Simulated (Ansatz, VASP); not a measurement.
**GdRe: VASP beside Ansatz**

Contents of INCAR:

```
SYSTEM = GdRe
PREC     = Accurate       ! precision mode
ENCUT    = 520            ! plane-wave cutoff, eV
EDIFF    = 1E-6           ! SCF threshold, eV
ISMEAR   = 0              ! smearing method
SIGMA    = 0.05           ! smearing width, eV
LREAL    = .False.        ! projectors in reciprocal space
LASPH    = .True.         ! aspherical terms in the spheres
NELM     = 150            ! most SCF steps
ALGO     = Normal         ! electronic algorithm
ISIF     = 2              ! what is computed and relaxed
LWAVE    = .False.        ! write WAVECAR
LCHARG   = .True.         ! write CHGCAR
ISPIN    = 2              ! spin polarisation
MAGMOM   = 7.81 -0.17     ! initial moments
LORBIT   = 11             ! projections on sites
LMAXMIX  = 6              ! l up to which the mixer works
LDAU     = .True.         ! DFT+U
LDAUTYPE = 2            
LDAUL    = 3 -1           ! shell
LDAUU    = 6 0            ! U, eV
LDAUJ    = 0 0          
LDAUPRINT= 1            
GGA      = PE             ! functional
LELF     = .True.         ! ELF
LVHAR    = .True.       
NBANDS   = 24             ! bands
```

KPOINTS

```
regular mesh
0
Gamma
  8 8 8
  0 0 0
```

POSCAR

```
GdRe
1.0
    3.5210940793      0.0000000000      0.0000000000
    0.0000000000      3.5210940793      0.0000000000
    0.0000000000      0.0000000000      3.5210940793
Gd Re
1 1
Direct
    0.0000000000      0.0000000000      0.0000000000
    0.5000000000      0.5000000000      0.5000000000
```

Input for Ansatz:

```yaml
crystal:
  lattice:
    - [3.5210940793, 0.0, 0.0]
    - [0.0, 3.5210940793, 0.0]
    - [0.0, 0.0, 3.5210940793]
  atoms:
    - { symbol: Gd, position: [0.0, 0.0, 0.0], spin: 7.8 }
    - { symbol: Re, position: [0.5, 0.5, 0.5] }
basis:
  ecutwfc: 420
  ecutrho_ratio: 4
kpoints:
  mp_grid: { grid: [8, 8, 8] }
hamiltonian:
  xc: pbe
  hubbard:
    sites:
      - { species: Gd, l: f, u_eff: 6.0, starting_ns: start.occupation_matrices }
    ns_hold: { iters: 6 }
scf:
  occupations: { method: gaussian, width: 0.05 }
  lower_state_search: "off"
output:
  forces: true
  stress: true
  eigenvalues: true
  populations: true
  hubbard: { sites: [{ species: Gd, l: f }] }
  write_density: true
  write_potential: true
  elf: true
  volumetric_format: npy
magnetization:
  spin_polarized: true
```

Alike in both runs: task single point; functional PBE; k mesh 8 × 8 × 8; occupations gaussian, width 0.05 eV; collinear spin; Hubbard terms Gd f U = 6.0 eV.

```csv
,VASP,Ansatz
version,VASP 6.6.1,Ansatz 0.2.0
potentials or method,"VASP PAW PBE potentials, release 64 (Gd, Re), cutoff 520 eV","scalar-relativistic, plane waves, PAW"
valence electrons in the cell,25,33
```

Ansatz gave:

* gap on the k mesh at the Fermi level (eV): none
* pressure (GPa): -4.2
* net moment per atom (μB): 3.55
* size of the moment on the site where the two differ most (μB): 7.10

Problem. What did VASP give for the same quantities?

Solution. gap on the k mesh at the Fermi level (eV): none; pressure (GPa): -4.2; net moment per atom (μB): 3.57; size of the moment on the site where the two differ most (μB): 6.92.

Site moments also hang on the region over which each program counts them. The programs project onto different local orbitals, so the same U acts differently, and such runs can settle in different states. A gap of «none» marks a metal or a gap that the smearing closes. VASP's potentials hold 25 valence electrons a cell and Ansatz's 33, so a difference there can come from the potentials and not from the codes. Ansatz's warnings: filled band counts differ across k points.

Spin-orbit coupling is off throughout.
